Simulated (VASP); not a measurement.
Here is a VASP 6.6.1 calculation.

INCAR

```
SYSTEM = Rb
PREC = Accurate
ENCUT = 520
EDIFF = 1E-6
ISMEAR = 0
SIGMA = 0.15
LREAL = .False.
LASPH = .True.
NELM = 100
ALGO = Normal
ISIF = 2
LWAVE = .False.
LCHARG = .False.
GGA = PE
IVDW = 12
NBANDS = 16
```

The input KPOINTS:

```
regular mesh
0
Gamma
  10 10 6
  0 0 0
```

The input POSCAR:

```
Rb
1.0
    2.4740083059     -4.3297492603      0.0000000000
    2.4740083059      4.3297492603      0.0000000000
    0.0000000000      0.0000000000      8.0428646989
Rb
2
Direct
    0.8359965595      0.1640034405      0.7500000000
    0.1640034405      0.8359965595      0.2500000000
```

Potentials or basis: VASP PAW PBE potentials, release 64 (Rb_sv).

Command:

```bash
$ cat potpaw_PBE.64/Rb_sv/POTCAR > POTCAR
$ mpirun -np 1 vasp_std > vasp.out
```

(1) What does it give for the pressure?

(2) What does it give for the dispersion energy per atom?

(3) Estimate the band gap on the k mesh.

Answers

(1) 0.0 GPa.

(2) -0.107 eV.

(3) zero (bands 9 and 10 overlap by 2.14 eV).
